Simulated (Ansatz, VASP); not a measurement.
One calculation of Ga3Sb, two programs

```
Ga Sb
1.0
    -2.24645    2.24645    4.13518
     2.24645   -2.24645    4.13518
     2.24645    2.24645   -4.13518
Ga Sb
3 1
Direct
  0.75000 0.25000 0.50000
  0.25000 0.75000 0.50000
  0.50000 0.50000 0.00000
  0.00000 0.00000 0.00000
```

Alike in both runs: functional PBE; dispersion D3(BJ); k mesh 14 × 14 × 14; occupations gaussian, width 0.1 eV; no spin polarisation.

Ansatz relaxed the structure, and its values are those at the end. VASP's run is a single point on that final structure, the one shown.

```csv
,VASP,Ansatz
version,VASP 6.6.1,Ansatz 0.2.0
potentials or method,"VASP PAW PBE potentials, release 64 (Ga_d, Sb), cutoff 520 eV","scalar-relativistic, plane waves, PAW"
valence electrons in the cell,44,54
```

```tsv
	VASP	Ansatz	Ansatz less VASP
gap on the k mesh at the Fermi level (eV)	none	none	-
pressure (GPa)	0.0	0.0	-0.01
```

A gap of «none» marks a metal or a gap that the smearing closes. VASP's potentials hold 44 valence electrons a cell and Ansatz's 54, so a difference there can come from the potentials and not from the codes.

Neither program's run includes spin-orbit coupling.
